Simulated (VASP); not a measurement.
# GaP (F-43m) in VASP: notebook, part 2 of 2

VASP 6.6.1. The steps go on from the part before.

**3. Single point, PBEsol, non-collinear spin, zero start, spin-orbit coupling**

This run uses another cell than the first one, of 19.66 Å³/atom, 1.020 times its volume.

INCAR

```
  PREC = Accurate
  ENCUT = 520
  EDIFF = 1E-7
  ISMEAR = 0
  SIGMA = 0.01
  LREAL = False
  LASPH = True
  NELM = 150
  ALGO = Normal
  ISIF = 2
  LWAVE = False
  LCHARG = False
  LNONCOLLINEAR = True
  MAGMOM = 0 0 0 0 0 0
  LORBIT = 11
  LSORBIT = True
  GGA_COMPAT = False
  LORBMOM = True
  GGA = PS
  NBANDS = 30
```

KPOINTS

```
Automatic mesh
0
Gamma
  8 8 8
```

POSCAR

```
GaP
1.0
    2.6988628138      2.6988628138      0.0000000000
   -2.6988628138      2.6988628138      0.0000000000
    0.0000000000      2.6988628138      2.6988628138
Ga P
1 1
Direct
    0.0000000000      0.0000000000      0.0000000000
    0.7500000000      0.2500000000      0.5000000000
```

Potentials or basis: VASP PAW PBE potentials, release 64 (Ga_d, P).

Launch:

```console
> cat potpaw_PBE.64/Ga_d/POTCAR potpaw_PBE.64/P/POTCAR > POTCAR
> mpirun -np 1 vasp_ncl > vasp.out
```

OUTCAR:

```text
PREC = Accurate
   ENCUT = 520
   EDIFF = 1E-7
   ISMEAR = 0
   LREAL = False
   LASPH = True
   NELM = 150
   ISIF = 2
   LNONCOLLINEAR = True
   LORBIT = 11
   LSORBIT = True
   GGA = PS

 ion  position               nearest neighbor table
   1  0.000  0.000  0.000-   2 2.34   2 2.34   2 2.34   2 2.34
   2  0.750  0.250  0.500-   1 2.34   1 2.34   1 2.34   1 2.34

  LATTYP: Found a face centered cubic cell.
 ALAT       =     5.3977256276

  Lattice vectors:

 A1 = (   0.0000000000,   2.6988628138,   2.6988628138)
 A2 = (   2.6988628138,   0.0000000000,   2.6988628138)
 A3 = (   2.6988628138,   2.6988628138,   0.0000000000)

Analysis of symmetry for initial positions (statically):
=====================================================================
 Subroutine PRICEL returns:
 Original cell was already a primitive cell.

 Routine SETGRP: Setting up the symmetry group for a
 face centered cubic supercell.

 Subroutine GETGRP returns: Found 24 space group operations
 (whereof 24 operations were pure point group operations)
 out of a pool of 48 trial point group operations.

The static configuration has the point symmetry T_d .

Analysis of symmetry for dynamics (positions and initial velocities):
=====================================================================
 Subroutine PRICEL returns:
 Original cell was already a primitive cell.

 Routine SETGRP: Setting up the symmetry group for a
 face centered cubic supercell.

 Subroutine GETGRP returns: Found 24 space group operations
 (whereof 24 operations were pure point group operations)
 out of a pool of 48 trial point group operations.

The dynamic configuration has the point symmetry T_d .

Analysis of structural, dynamic, and magnetic symmetry:
=====================================================================
 Subroutine PRICEL returns:
 Original cell was already a primitive cell.

 Routine SETGRP: Setting up the symmetry group for a
 face centered cubic supercell.

 Subroutine GETGRP returns: Found 24 space group operations
 (whereof 24 operations were pure point group operations)
 out of a pool of 48 trial point group operations.

The overall configuration has the point symmetry T_d .

 Subroutine INISYM returns: Found 24 space group operations
 (whereof 24 operations are pure point group operations),
 and found     1 'primitive' translations

----------------------------------------------------------------------------------------

                                     Primitive cell

  volume of cell :      39.3163

  direct lattice vectors                    reciprocal lattice vectors
     2.698862814  2.698862814  0.000000000     0.185263214  0.185263214 -0.185263214
    -2.698862814  2.698862814  0.000000000    -0.185263214  0.185263214 -0.185263214
     0.000000000  2.698862814  2.698862814     0.000000000  0.000000000  0.370526429

  length of vectors
     3.816768394  3.816768394  3.816768394     0.320885300  0.320885300  0.370526429

  position of ions in fractional coordinates (direct lattice)
[... 928 lines left out ...]
     29      16.7287      0.00000
     30      16.7334      0.00000

 [... further k-points ...]
[... 5 lines left out ...]
  --------------------------------------------------------------------------------------
  -------------------------------------------------------------------------------------
  Total        0.4445693      0.4445693      0.4445693      0.0000000     -0.0000000     -0.0000000
  in kB       18.1166405     18.1166405     18.1166405      0.0000000     -0.0000000     -0.0000000
  external PRESSURE =      18.1166405 kB  Pullay stress =       0.0000000 kB

 VOLUME and BASIS-vectors are now :
 -----------------------------------------------------------------------------
  energy-cutoff  :      520.00
  volume of cell :       39.32
      direct lattice vectors                 reciprocal lattice vectors
     2.698862814  2.698862814  0.000000000     0.185263214  0.185263214 -0.185263214
    -2.698862814  2.698862814  0.000000000    -0.185263214  0.185263214 -0.185263214
     0.000000000  2.698862814  2.698862814     0.000000000  0.000000000  0.370526429

 POSITION                                       TOTAL-FORCE (eV/Angst)
 -----------------------------------------------------------------------------------
      0.00000      0.00000      0.00000         0.000000     -0.000000     -0.000000
      1.34943      4.04829      1.34943        -0.000000      0.000000      0.000000
 -----------------------------------------------------------------------------------
    total drift:                               -0.000001     -0.000000      0.000000

  FREE ENERGIE OF THE ION-ELECTRON SYSTEM (eV)
  ---------------------------------------------------
  free  energy   TOTEN  =        -9.9222554154 eV

  energy  without entropy=       -9.9222554154  energy(sigma->0) =       -9.92225542

 orbital moment (x)

 # of ion     p       d       tot
 ----------------------------------------
  1        -0.000   0.000   0.000
  2         0.000   0.000   0.000
 ----------------------------------------
           -0.000   0.000   0.000

 orbital moment (y)

 # of ion     p       d       tot
 ----------------------------------------
  1         0.000  -0.000   0.000
  2         0.000   0.000   0.000
 ----------------------------------------
            0.000  -0.000   0.000

 orbital moment (z)

 # of ion     p       d       tot
 ----------------------------------------
  1         0.000   0.000   0.000
  2         0.000   0.000   0.000
 ----------------------------------------
            0.000   0.000   0.000

 Spin-Orbit-Coupling matrix elements

 Ion:    1  E_soc:     -0.0119982
 l=   1
     0.0000000    -0.0011364    -0.0011364
    -0.0011364     0.0000000    -0.0011364
    -0.0011364    -0.0011364     0.0000000
 l=   2
     0.0000000    -0.0001761     0.0000000    -0.0001761    -0.0006873
    -0.0001761     0.0000000    -0.0005154    -0.0001761    -0.0001718
     0.0000000    -0.0005154     0.0000000    -0.0005154     0.0000000
    -0.0001761    -0.0001761    -0.0005154     0.0000000    -0.0001718
    -0.0006873    -0.0001718     0.0000000    -0.0001718     0.0000000
 l=   3
     0.0000000     0.0000000     0.0000000     0.0000000     0.0000000     0.0000000     0.0000000
     0.0000000     0.0000000     0.0000000     0.0000000     0.0000000     0.0000000     0.0000000
     0.0000000     0.0000000     0.0000000     0.0000000     0.0000000     0.0000000     0.0000000
     0.0000000     0.0000000     0.0000000     0.0000000     0.0000000     0.0000000     0.0000000
     0.0000000     0.0000000     0.0000000     0.0000000     0.0000000     0.0000000     0.0000000
     0.0000000     0.0000000     0.0000000     0.0000000     0.0000000     0.0000000     0.0000000
     0.0000000     0.0000000     0.0000000     0.0000000     0.0000000     0.0000000     0.0000000

 Ion:    2  E_soc:     -0.0008870
 l=   1
     0.0000000    -0.0001478    -0.0001478
    -0.0001478     0.0000000    -0.0001478
    -0.0001478    -0.0001478     0.0000000
 l=   2
     0.0000000     0.0000000     0.0000000     0.0000000     0.0000000
     0.0000000     0.0000000     0.0000000     0.0000000     0.0000000
     0.0000000     0.0000000     0.0000000     0.0000000     0.0000000
     0.0000000     0.0000000     0.0000000     0.0000000     0.0000000
     0.0000000     0.0000000     0.0000000     0.0000000     0.0000000
 l=   3
     0.0000000     0.0000000     0.0000000     0.0000000     0.0000000     0.0000000     0.0000000
     0.0000000     0.0000000     0.0000000     0.0000000     0.0000000     0.0000000     0.0000000
     0.0000000     0.0000000     0.0000000     0.0000000     0.0000000     0.0000000     0.0000000
     0.0000000     0.0000000     0.0000000     0.0000000     0.0000000     0.0000000     0.0000000
     0.0000000     0.0000000     0.0000000     0.0000000     0.0000000     0.0000000     0.0000000
     0.0000000     0.0000000     0.0000000     0.0000000     0.0000000     0.0000000     0.0000000
     0.0000000     0.0000000     0.0000000     0.0000000     0.0000000     0.0000000     0.0000000

 total charge

# of ion       s       p       d       tot
------------------------------------------
    1        0.867   0.886  10.018  11.771
    2        1.016   1.527   0.000   2.543
--------------------------------------------------
tot          1.883   2.413  10.018  14.313

 magnetization (x)

# of ion       s       p       d       tot
------------------------------------------
    1        0.000   0.000   0.000   0.000
    2        0.000   0.000   0.000   0.000
--------------------------------------------------
tot          0.000   0.000   0.000   0.000

 magnetization (y)

# of ion       s       p       d       tot
------------------------------------------
    1        0.000  -0.000  -0.000  -0.000
    2        0.000  -0.000   0.000   0.000
--------------------------------------------------
tot          0.000  -0.000  -0.000  -0.000

 magnetization (z)

# of ion       s       p       d       tot
------------------------------------------
    1       -0.000   0.000   0.000   0.000
    2       -0.000  -0.000   0.000  -0.000
--------------------------------------------------
tot         -0.000   0.000   0.000   0.000
```

stdout:

```text
POSCAR found type information on POSCAR GaP
 POSCAR found :  2 types and       2 ions
 scaLAPACK will be used
 -----------------------------------------------------------------------------
|                                                                             |
|                                                                             |
|     You enforced a specific xc type in the INCAR file but a different       |
|     I HOPE YOU KNOW WHAT YOU ARE DOING!                                     |
|                                                                             |
 -----------------------------------------------------------------------------

 LDA part: xc-table for (Slater+PW92), standard interpolation
 POSCAR, INCAR and KPOINTS ok, starting setup
 FFT: planning ... GRIDC
 FFT: planning ... GRID_SOFT
 FFT: planning ... GRID
 WAVECAR not read
 entering main loop
```

Wall time 44 s (1 thread of Intel Xeon 6975P-C (Granite Rapids), shared host); peak memory 0.27 GiB.

What came out:

| Property | Result |
| --- | --- |
| Free energy | -9.9223 eV |
| Pressure | 1.8 GPa |
| Net moment | 0.00 μB per cell |
| Valence electrons inside the program's atomic spheres | Ga 11.77; P 2.54 |

Moments on the atoms (μB; x, y, z):
```
Ga  0.00 0.00 0.00
P   0.00 0.00 0.00
```

Caveat: the PAW data sets were made with another functional, which shifts forces and pressure a little.

**4. Single point, PBEsol, non-collinear spin, zero start, spin-orbit coupling**

This run uses another cell than the first one, of 20.11 Å³/atom, 1.044 times its volume.

INCAR

```
ALGO = Normal ; EDIFF = 1E-6
ENCUT = 520 ; GGA = PS
GGA_COMPAT = False ; ISIF = 2
ISMEAR = 0 ; LASPH = True
LCHARG = False ; LNONCOLLINEAR = True
LORBIT = 11 ; LORBMOM = True
LREAL = False ; LSORBIT = True
LWAVE = False ; MAGMOM = 0 0 0 0 0 0
NBANDS = 30 ; NELM = 150
PREC = Accurate ; SIGMA = 0.01
```

KPOINTS

```
k-points
0
Gamma
  8 8 8
```

POSCAR

```
GaP
1.0
    2.7192641266      2.7192641266      0.0000000000
   -2.7192641266      2.7192641266      0.0000000000
    0.0000000000      2.7192641266      2.7192641266
Ga P
1 1
Direct
    0.0000000000      0.0000000000      0.0000000000
    0.7500000000      0.2500000000      0.5000000000
```

Launch:

```console
> cat potpaw_PBE.64/Ga_d/POTCAR potpaw_PBE.64/P/POTCAR > POTCAR
> mpirun -np 1 vasp_ncl > vasp.out
```

Run time: 55 s. Hardware: 1 thread of Intel Xeon 6975P-C (Granite Rapids), shared host; peak memory 0.31 GiB.

Results (log left out):

```
Free energy                                           : -9.9274 eV
Pressure                                              : -0.2 GPa
Net moment                                            : 0.00 μB per cell
Valence electrons inside the program's atomic spheres : Ga 11.74; P 2.53
```

Moments on the atoms (μB; x, y, z):
```
Ga  0.00 0.00 0.00
P   0.00 0.00 0.00
```

Caveat: the PAW data sets were made with another functional, which shifts forces and pressure a little.

**5. Overview**

| cell | pressure (GPa) | moment (μB) |
| --- | --- | --- |
| a = 3.791 Å, angles 60.0, 60.0, 90.0°, 2 atoms | 3.8 | 0.00 |
| a = 3.817 Å, angles 60.0, 60.0, 90.0°, 2 atoms | 1.8 | 0.00 |
| a = 3.846 Å, angles 60.0, 60.0, 90.0°, 2 atoms | -0.2 | 0.00 |

Alike in all rows: task single point; level PBEsol; potentials or basis VASP PAW PBE potentials, release 64 (Ga_d, P); spin non-collinear, zero start, SOC; k mesh 8 × 8 × 8; cutoff (eV) 520; smearing gaussian 0.01 eV.

Caveats: the PAW data sets were made with another functional, which shifts forces and pressure a little.

Total energies depend on the potentials used, so only differences within one code and one set of settings carry meaning.
